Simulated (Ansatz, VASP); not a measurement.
**One calculation of Mg5O, two programs**

```
Mg O
1.0
     3.14868    0.00000    0.00000
    -1.57434    2.72684    0.00000
     0.00000    0.00000   12.80655
Mg O
5 1
Direct
  0.33333 0.66667 0.09633
  0.66667 0.33333 0.90367
  0.00000 0.00000 0.50000
  0.33333 0.66667 0.70165
  0.66667 0.33333 0.29835
  0.00000 0.00000 0.00000
```

Alike in both runs: functional PBE; k mesh 12 × 12 × 4; occupations gaussian, width 0.1 eV; no spin polarisation.

Ansatz relaxed the structure, and its values are those at the end. VASP's run is a single point on that final structure, the one shown.

```csv
,VASP,Ansatz
version,VASP 6.6.1,Ansatz 0.2.0
potentials or method,"VASP PAW PBE potentials, release 64 (Mg, O), cutoff 520 eV","scalar-relativistic, plane waves, PAW"
valence electrons in the cell,16,56
```

```csv
,VASP,Ansatz,Ansatz less VASP
gap on the k mesh at the Fermi level (eV),none,none,-
pressure (GPa),-0.2,0.0,+0.24
rms of the force components (eV/Å),0.005,0.000,-0.0047
```

A gap of «none» marks a metal or a gap that the smearing closes. VASP's potentials hold 16 valence electrons a cell and Ansatz's 56, so a difference there can come from the potentials and not from the codes.
